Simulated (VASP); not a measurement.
A run of VASP 6.6.1 is set up as follows.

Contents of POSCAR:

```
Lu
1.0
    0.0000000000      2.4761910347      2.4761910347
    2.4761910347      0.0000000000      2.4761910347
    2.4761910347      2.4761910347      0.0000000000
Lu
1
Direct
    0.0000000000      0.0000000000      0.0000000000
```

The input INCAR.step1:

```
  ALGO = Normal
  EDIFF = 1E-5
  ENCUT = 660
  GGA = PE
  GGA_COMPAT = False
  ISMEAR = -1
  LASPH = True
  LCHARG = False
  LREAL = False
  LWAVE = True
  NBANDS = 18
  NELM = 120
  PREC = Accurate
  SIGMA = 0.1
```

File INCAR.step2:

```
  ALGO = Normal
  EDIFF = 1E-6
  ENCUT = 660
  GGA_COMPAT = False
  ISIF = 2
  ISMEAR = -1
  ISTART = 1
  LASPH = True
  LCHARG = True
  LELF = True
  LMIXTAU = True
  LREAL = False
  LVHAR = True
  LWAVE = False
  METAGGA = R2SCAN
  NBANDS = 18
  NELM = 120
  PREC = Accurate
  SIGMA = 0.1
```

KPOINTS

```
k-points
0
Gamma
  13 13 13
```

Potentials or basis: VASP PAW PBE potentials, release 64 (Lu).

Command:

```console
$ cat potpaw_PBE.64/Lu/POTCAR > POTCAR
$ cp INCAR.step1 INCAR
$ mpirun -np 1 vasp_std > vasp.out
$ cp INCAR.step2 INCAR
$ mpirun -np 1 vasp_std > vasp.out
```

Question: Estimate the pressure.

Answer: -1.2 GPa.

Question: What does it give for the band gap on the k mesh?

Answer: Zero (an odd number of electrons rules out a gap without spin polarisation).

Caveat: the PAW data sets were made with another functional, which shifts forces and pressure a little; spin-orbit coupling is left out, which moves the levels of the heavy elements.
